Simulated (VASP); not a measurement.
# Co (Pm-3m) in VASP: a series of runs, part 2 of 3

VASP 6.6.1.

## 3. Single point, r2SCAN, collinear spin, ferromagnetic start (12.60 Å³/atom)

POSCAR reads:

```
Co
1.0
    2.3269911697      0.0000000000      0.0000000000
    0.0000000000      2.3269911697      0.0000000000
    0.0000000000      0.0000000000      2.3269911697
Co
1
Direct
    0.0000000000      0.0000000000      0.0000000000
```

INCAR.step1 reads:

```
PREC     = Accurate       # precision mode
ENCUT    = 520            # plane-wave cutoff, eV
ISMEAR   = -1             # smearing method
SIGMA    = 0.05           # smearing width, eV
LREAL    = F              # projectors in reciprocal space
LASPH    = T              # aspherical terms in the spheres
NELM     = 150            # most SCF steps
ISPIN    = 2              # spin polarisation
MAGMOM   = 2.085          # initial moments
LMAXMIX  = 4              # l up to which the mixer works
NBANDS   = 14             # bands
GGA      = PE             # functional
ALGO     = Normal         # electronic algorithm
EDIFF    = 1E-4           # SCF threshold, eV
LWAVE    = T              # write WAVECAR
LCHARG   = F              # write CHGCAR
```

INCAR.step2 reads:

```
PREC     = Accurate       # precision mode
ENCUT    = 520            # plane-wave cutoff, eV
EDIFF    = 1E-7           # SCF threshold, eV
ISMEAR   = -1             # smearing method
SIGMA    = 0.05           # smearing width, eV
LREAL    = F              # projectors in reciprocal space
LASPH    = T              # aspherical terms in the spheres
NELM     = 150            # most SCF steps
ALGO     = Normal         # electronic algorithm
ISIF     = 2              # what is computed and relaxed
LWAVE    = F              # write WAVECAR
LCHARG   = F              # write CHGCAR
ISPIN    = 2              # spin polarisation
MAGMOM   = 2.085          # initial moments
LORBIT   = 11             # projections on sites
LMAXMIX  = 4              # l up to which the mixer works
METAGGA  = R2SCAN         # meta-GGA
LMIXTAU  = T            
NBANDS   = 14             # bands
ISTART   = 1
```

KPOINTS reads:

```
Automatic mesh
0
Gamma
  15 15 15
```

Potentials or basis: VASP PAW PBE potentials, release 64 (Co).

Started as:

```
cat potpaw_PBE.64/Co/POTCAR > POTCAR
cp INCAR.step1 INCAR
mpirun -np 1 vasp_std > vasp.out
cp INCAR.step2 INCAR
mpirun -np 1 vasp_std > vasp.out
```

OUTCAR:

```text
PREC = Accurate
   ENCUT = 520
   EDIFF = 1E-7
   ISMEAR = -1
   LREAL = F
   LASPH = T
   NELM = 150
   ISIF = 2
   ISPIN = 2
   LORBIT = 11
   METAGGA = R2SCAN
   ISTART = 1

 ion  position               nearest neighbor table
   1  0.000  0.000  0.000-

  LATTYP: Found a simple cubic cell.
 ALAT       =     2.3269911697

  Lattice vectors:

 A1 = (   2.3269911697,   0.0000000000,   0.0000000000)
 A2 = (   0.0000000000,   2.3269911697,   0.0000000000)
 A3 = (   0.0000000000,   0.0000000000,   2.3269911697)

Analysis of symmetry for initial positions (statically):
=====================================================================
 Subroutine PRICEL returns:
 Original cell was already a primitive cell.

 Routine SETGRP: Setting up the symmetry group for a
 simple cubic supercell.

 Subroutine GETGRP returns: Found 48 space group operations
 (whereof 48 operations were pure point group operations)
 out of a pool of 48 trial point group operations.

The static configuration has the point symmetry O_h .

Analysis of symmetry for dynamics (positions and initial velocities):
=====================================================================
[... 598 lines left out ...]
      6      10.3201      0.00000
      7      29.3665      0.00000
      8      29.3665      0.00000
      9      29.3667      0.00000
     10      32.4175      0.00000
     11      32.4177      0.00000
     12      37.2213      0.00000
     13      48.6962      0.00000
     14      51.6550      0.00000
[... 379 lines left out ...]
      3       6.7746      1.00000
      4       9.0923      0.01314
      5       9.3634      0.00006
      6       9.9641      0.00000
      7      17.2530      0.00000
      8      24.9534      0.00000
      9      33.8424      0.00000
     10      35.0749      0.00000
     11      35.2254      0.00000
     12      43.3818      0.00000
     13      45.0618      0.00000
     14      46.4170      0.00000

 [... further k-points ...]
[... 5 lines left out ...]
  --------------------------------------------------------------------------------------
  -------------------------------------------------------------------------------------
  Total       -0.0186497     -0.0186497     -0.0186497     -0.0000000     -0.0000000      0.0000000
  in kB       -2.3713612     -2.3713612     -2.3713612     -0.0000000     -0.0000000      0.0000000
  external PRESSURE =      -2.3713612 kB  Pullay stress =       0.0000000 kB

 VOLUME and BASIS-vectors are now :
 -----------------------------------------------------------------------------
  energy-cutoff  :      520.00
  volume of cell :       12.60
      direct lattice vectors                 reciprocal lattice vectors
     2.326991170  0.000000000  0.000000000     0.429739491  0.000000000  0.000000000
     0.000000000  2.326991170  0.000000000     0.000000000  0.429739491  0.000000000
     0.000000000  0.000000000  2.326991170     0.000000000  0.000000000  0.429739491

 POSITION                                       TOTAL-FORCE (eV/Angst)
 -----------------------------------------------------------------------------------
      0.00000      0.00000      0.00000         0.000000      0.000000      0.000000
 -----------------------------------------------------------------------------------
    total drift:                                0.000000      0.000000      0.000000

  FREE ENERGIE OF THE ION-ELECTRON SYSTEM (eV)
  ---------------------------------------------------
  free  energy   TOTEN  =       -12.4853164845 eV

  energy  without entropy=      -12.4753660970  energy(sigma->0) =      -12.48034129

 total charge

# of ion       s       p       d       tot
------------------------------------------
    1        0.522   0.464   7.221   8.208

 magnetization (x)

# of ion       s       p       d       tot
------------------------------------------
    1        0.019  -0.014   2.053   2.058
```

OSZICAR.step1:

```text
N       E                     dE             d eps       ncg     rms          rms(c)
DAV:   1     0.297717086130E+02    0.29772E+02   -0.37983E+03  6912   0.732E+02
DAV:   2    -0.565177253630E+01   -0.35423E+02   -0.32886E+02  7356   0.144E+02
DAV:   3    -0.699143911316E+01   -0.13397E+01   -0.13289E+01  8418   0.295E+01
DAV:   4    -0.700261439819E+01   -0.11175E-01   -0.11172E-01  8090   0.252E+00
DAV:   5    -0.700285420689E+01   -0.23981E-03   -0.23980E-03  8980   0.339E-01    0.883E+00
DAV:   6    -0.647227967987E+01    0.53057E+00   -0.97226E+00  9234   0.360E+01    0.509E+00
DAV:   7    -0.628547633251E+01    0.18680E+00   -0.14109E+00  8608   0.126E+01    0.251E+00
DAV:   8    -0.627924204057E+01    0.62343E-02   -0.11840E-02  8174   0.691E-01    0.128E+00
DAV:   9    -0.627438434491E+01    0.48577E-02   -0.56048E-03  9886   0.501E-01    0.254E-01
DAV:  10    -0.627421584873E+01    0.16850E-03   -0.39320E-04  8320   0.126E-01    0.604E-02
DAV:  11    -0.627423322105E+01   -0.17372E-04   -0.85231E-05  5046   0.959E-02
   1 F= -.62742332E+01 E0= -.62673883E+01  d E =-.136899E-01  mag=     1.8342
```

Run time: 2 min. Hardware: 1 thread of Intel Xeon 8259CL, shared host; peak memory 0.15 GiB.

Results:

```yaml
Free_energy: -12.4853 eV
Pressure: -0.2 GPa
Net_moment: 2.02 μB per cell
Site_moments: Co +2.06 μB
Valence_electrons_inside_the_program's_atomic_spheres: Co 8.21
```

Levels at points of the mesh, in eV from the Fermi level:
Spin up:
| k point | band 2 | band 3 | band 4 | band 5 | band 6 | band 7 | band 8 | band 9 | band 10 | band 11 |
| --- | --- | --- | --- | --- | --- | --- | --- | --- | --- | --- |
| (0.00, 0.00, 0.00) | -5.30 | -5.30 | -2.30 | -2.30 | -2.30 | 19.42 | 19.42 | 19.42 | 23.13 | 23.13 |
Spin down:
```tsv
k point	band 1	band 2	band 3	band 4	band 5	band 6
(0.00, 0.00, 0.00)	-9.19	-3.76	-3.76	1.44	1.44	1.44
```

Caveat: the PAW data sets were made with another functional, which shifts forces and pressure a little.

## 4. Single point, r2SCAN, collinear spin, ferromagnetic start (13.10 Å³/atom)

This run uses another cell than the first one, of 13.10 Å³/atom.

POSCAR reads:

```
Co
1.0
    2.3576129862      0.0000000000      0.0000000000
    0.0000000000      2.3576129862      0.0000000000
    0.0000000000      0.0000000000      2.3576129862
Co
1
Direct
    0.0000000000      0.0000000000      0.0000000000
```

INCAR.step1 reads:

```
PREC = Accurate ; ENCUT = 520
ISMEAR = -1 ; SIGMA = 0.05
LREAL = F ; LASPH = T
NELM = 150 ; ISPIN = 2
MAGMOM = 2.085 ; LMAXMIX = 4
NBANDS = 14 ; GGA = PE
ALGO = Normal ; EDIFF = 1E-4
LWAVE = T ; LCHARG = F
```

INCAR.step2 reads:

```
PREC = Accurate ; ENCUT = 520
EDIFF = 1E-7 ; ISMEAR = -1
SIGMA = 0.05 ; LREAL = F
LASPH = T ; NELM = 150
ALGO = Normal ; ISIF = 2
LWAVE = F ; LCHARG = T
ISPIN = 2 ; MAGMOM = 2.085
LORBIT = 11 ; LMAXMIX = 4
METAGGA = R2SCAN ; LMIXTAU = T
LELF = T ; LVHAR = T
NBANDS = 14 ; ISTART = 1
```

KPOINTS is that of step 3.

Potentials or basis: VASP PAW PBE potentials, release 64 (Co).

Started as:

```
cat potpaw_PBE.64/Co/POTCAR > POTCAR
cp INCAR.step1 INCAR
mpirun -np 1 vasp_std > vasp.out
cp INCAR.step2 INCAR
mpirun -np 1 vasp_std > vasp.out
```

OUTCAR:

```text
PREC = Accurate
   ENCUT = 520
   EDIFF = 1E-7
   ISMEAR = -1
   LREAL = F
   LASPH = T
   NELM = 150
   ISIF = 2
   ISPIN = 2
   LORBIT = 11
   METAGGA = R2SCAN
   ISTART = 1

 ion  position               nearest neighbor table
   1  0.000  0.000  0.000-

  LATTYP: Found a simple cubic cell.
 ALAT       =     2.3576129862

  Lattice vectors:

 A1 = (   2.3576129862,   0.0000000000,   0.0000000000)
 A2 = (   0.0000000000,   2.3576129862,   0.0000000000)
 A3 = (   0.0000000000,   0.0000000000,   2.3576129862)

Analysis of symmetry for initial positions (statically):
=====================================================================
 Subroutine PRICEL returns:
 Original cell was already a primitive cell.

 Routine SETGRP: Setting up the symmetry group for a
 simple cubic supercell.

 Subroutine GETGRP returns: Found 48 space group operations
 (whereof 48 operations were pure point group operations)
 out of a pool of 48 trial point group operations.

The static configuration has the point symmetry O_h .

Analysis of symmetry for dynamics (positions and initial velocities):
=====================================================================
 Subroutine PRICEL returns:
 Original cell was already a primitive cell.

 Routine SETGRP: Setting up the symmetry group for a
 simple cubic supercell.

 Subroutine GETGRP returns: Found 48 space group operations
 (whereof 48 operations were pure point group operations)
 out of a pool of 48 trial point group operations.

The dynamic configuration has the point symmetry O_h .

Analysis of structural, dynamic, and magnetic symmetry:
=====================================================================
 Subroutine PRICEL returns:
 Original cell was already a primitive cell.

 Routine SETGRP: Setting up the symmetry group for a
 simple cubic supercell.

 Subroutine GETGRP returns: Found 48 space group operations
 (whereof 48 operations were pure point group operations)
 out of a pool of 48 trial point group operations.

The overall configuration has the point symmetry O_h .

 Subroutine INISYM returns: Found 48 space group operations
[... 152 lines left out ...]
 k-point     1 :       0.0000    0.0000    0.0000
  band No.  band energies     occupation
      1      -0.4004      1.00000
      2       3.2456      1.00000
      3       3.2457      1.00000
      4       6.0138      1.00000
      5       6.0138      1.00000
      6       6.0138      1.00000
      7      27.3151      0.00000
      8      27.3151      0.00000
      9      27.3151      0.00000
     10      30.9317      0.00000
     11      30.9317      0.00000
     12      35.7369      0.00000
     13      40.1647      0.00000
     14      48.8362      0.00000
[... 379 lines left out ...]
      3       4.6203      1.00000
      4       5.2882      1.00000
      5       5.7437      1.00000
      6       6.1554      1.00000
      7      15.6848      0.00000
      8      23.2828      0.00000
      9      31.8642      0.00000
     10      32.7885      0.00000
     11      33.7478      0.00000
     12      39.6793      0.00000
     13      41.4425      0.00000
     14      42.3122      0.00000

 [... further k-points ...]

 spin component 2

 k-point     1 :       0.0000    0.0000    0.0000
  band No.  band energies     occupation
      1      -0.5772      1.00000
      2       4.7589      1.00000
      3       4.7593      1.00000
      4       9.7998      0.00000
      5       9.8000      0.00000
      6       9.8000      0.00000
      7      28.3780      0.00000
      8      28.3781      0.00000
      9      28.3782      0.00000
     10      31.3137      0.00000
     11      31.3140      0.00000
     12      35.9660      0.00000
     13      48.1869      0.00000
     14      50.3208      0.00000
[... 379 lines left out ...]
      3       6.3404      1.00000
      4       8.6132      0.01565
      5       8.8965      0.00006
      6       9.4636      0.00000
      7      16.4679      0.00000
      8      24.0267      0.00000
      9      32.7180      0.00000
     10      33.9780      0.00000
     11      34.0694      0.00000
     12      42.0804      0.00000
     13      43.7066      0.00000
     14      45.1302      0.00000

 [... further k-points ...]
[... 5 lines left out ...]
  --------------------------------------------------------------------------------------
  -------------------------------------------------------------------------------------
  Total       -0.4755341     -0.4755341     -0.4755341      0.0000000      0.0000000     -0.0000000
  in kB      -58.1399513    -58.1399513    -58.1399513      0.0000000      0.0000000     -0.0000000
  external PRESSURE =     -58.1399513 kB  Pullay stress =       0.0000000 kB

 VOLUME and BASIS-vectors are now :
 -----------------------------------------------------------------------------
  energy-cutoff  :      520.00
  volume of cell :       13.10
      direct lattice vectors                 reciprocal lattice vectors
     2.357612986  0.000000000  0.000000000     0.424157827  0.000000000  0.000000000
     0.000000000  2.357612986  0.000000000     0.000000000  0.424157827  0.000000000
     0.000000000  0.000000000  2.357612986     0.000000000  0.000000000  0.424157827

 POSITION                                       TOTAL-FORCE (eV/Angst)
 -----------------------------------------------------------------------------------
      0.00000      0.00000      0.00000         0.000000      0.000000      0.000000
 -----------------------------------------------------------------------------------
    total drift:                                0.000000      0.000000      0.000000

  FREE ENERGIE OF THE ION-ELECTRON SYSTEM (eV)
  ---------------------------------------------------
  free  energy   TOTEN  =       -12.4756366164 eV

  energy  without entropy=      -12.4656600296  energy(sigma->0) =      -12.47064832

 total charge

# of ion       s       p       d       tot
------------------------------------------
    1        0.508   0.439   7.197   8.144

 magnetization (x)

# of ion       s       p       d       tot
------------------------------------------
    1        0.018  -0.016   2.068   2.070
```

OSZICAR.step1:

```text
N       E                     dE             d eps       ncg     rms          rms(c)
DAV:   1     0.296460932100E+02    0.29646E+02   -0.37707E+03  6906   0.731E+02
DAV:   2    -0.565777053657E+01   -0.35304E+02   -0.32853E+02  7482   0.142E+02
DAV:   3    -0.700174250394E+01   -0.13440E+01   -0.13371E+01  8244   0.294E+01
DAV:   4    -0.701401801592E+01   -0.12276E-01   -0.12272E-01  8148   0.261E+00
DAV:   5    -0.701430682280E+01   -0.28881E-03   -0.28880E-03  8950   0.359E-01    0.865E+00
DAV:   6    -0.650289148794E+01    0.51142E+00   -0.10514E+01  9210   0.371E+01    0.544E+00
DAV:   7    -0.628010445167E+01    0.22279E+00   -0.16114E+00  8756   0.133E+01    0.250E+00
DAV:   8    -0.627586286795E+01    0.42416E-02   -0.12749E-02  8116   0.719E-01    0.125E+00
DAV:   9    -0.627042300247E+01    0.54399E-02   -0.65543E-03  9188   0.557E-01    0.309E-01
DAV:  10    -0.627061983732E+01   -0.19683E-03   -0.71900E-04  8406   0.192E-01    0.800E-02
DAV:  11    -0.627064713236E+01   -0.27295E-04   -0.17208E-04  5766   0.979E-02
   1 F= -.62706471E+01 E0= -.62640680E+01  d E =-.131583E-01  mag=     1.8751
```

Run time: 2.7 min. Hardware: 1 thread of Intel Xeon 8259CL, shared host; peak memory 0.15 GiB.

Results:

| Quantity | Value |
| --- | --- |
| Free energy | -12.4756 eV |
| Pressure | -5.8 GPa |
| Net moment | 2.02 μB per cell |
| Site moments | Co +2.07 μB |
| Valence electrons inside the program's atomic spheres | Co 8.14 |

Caveat: the cell stands under tension; the PAW data sets were made with another functional, which shifts forces and pressure a little.

(Part 2 of 3 ends here.)
